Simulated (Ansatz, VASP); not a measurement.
C: VASP beside Ansatz

```
CELL_PARAMETERS angstrom
1.25454 -2.17321 0.00000
1.25454 2.17321 0.00000
0.00000 0.00000 11.44579
ATOMIC_POSITIONS crystal
C 0.08334 0.91666 0.69717
C 0.58334 0.41666 0.30283
C 0.91666 0.08334 0.30283
C 0.41666 0.58334 0.69717
```

Alike in both runs: functional r2SCAN; k mesh 1 × 1 × 1; occupations gaussian, width 0.1 eV; no spin polarisation.

Ansatz relaxed the structure, and its values are those at the end. VASP's run is a single point on that final structure, the one shown.

|  | VASP | Ansatz |
| --- | --- | --- |
| version | VASP 6.6.1 | Ansatz 0.2.0 |
| potentials or method | VASP PAW PBE potentials, release 64 (C), cutoff 520 eV | scalar-relativistic, plane waves, PAW |
| valence electrons in the cell | 16 | 16 |

Ansatz gave:

```
gap on the k mesh at the Fermi level (eV) : 6.72
least direct gap on the mesh (eV)         : 6.72
```

What did VASP give for the same quantities?

gap on the k mesh at the Fermi level (eV): 6.74; least direct gap on the mesh (eV): 6.74.

VASP's potentials were made for PBE, not for r2SCAN.
